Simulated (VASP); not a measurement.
A run of VASP 6.6.1 is set up as follows.

File POSCAR:

```
C
1.0
    1.2280479700     -2.1270618200      0.0000000000
    1.2280479700      2.1270618200      0.0000000000
    0.0000000000      0.0000000000      7.1732677600
C
4
Direct
    0.0833794600      0.9166205400      0.7531376000
    0.5833794600      0.4166205400      0.2468624000
    0.9166205400      0.0833794600      0.2468624000
    0.4166205400      0.5833794600      0.7531376000
```

The input INCAR.step1:

```
SYSTEM = C
PREC = Accurate ; ENCUT = 520
ISMEAR = 0 ; SIGMA = 0.1
LREAL = .FALSE. ; LASPH = .TRUE.
NELM = 100 ; NBANDS = 16
GGA = PE ; ALGO = Normal
EDIFF = 1E-4 ; LWAVE = .TRUE.
LCHARG = .FALSE.
```

File INCAR.step2:

```
SYSTEM = C
PREC = Accurate ; ENCUT = 520
EDIFF = 1E-6 ; ISMEAR = 0
SIGMA = 0.1 ; LREAL = .FALSE.
LASPH = .TRUE. ; NELM = 100
ALGO = Normal ; ISIF = 2
LWAVE = .FALSE. ; LCHARG = .FALSE.
METAGGA = R2SCAN ; LMIXTAU = .TRUE.
NBANDS = 16 ; ISTART = 1
```

The input KPOINTS:

```
regular mesh
0
G
  30 30 8
  0 0 0
```

Potentials or basis: VASP PAW PBE potentials, release 64 (C).

Command:

```sh
$ cat potpaw_PBE.64/C/POTCAR > POTCAR
$ cp INCAR.step1 INCAR
$ mpirun -np 1 vasp_std > vasp.out
$ cp INCAR.step2 INCAR
$ mpirun -np 1 vasp_std > vasp.out
```

(1) Predict the largest force.

(2) What does it give for the pressure?

## Answers

(1) 0.024 eV/Å.

(2) 0.5 GPa.

Caveat: the PAW data sets were made with another functional, which shifts forces and pressure a little.
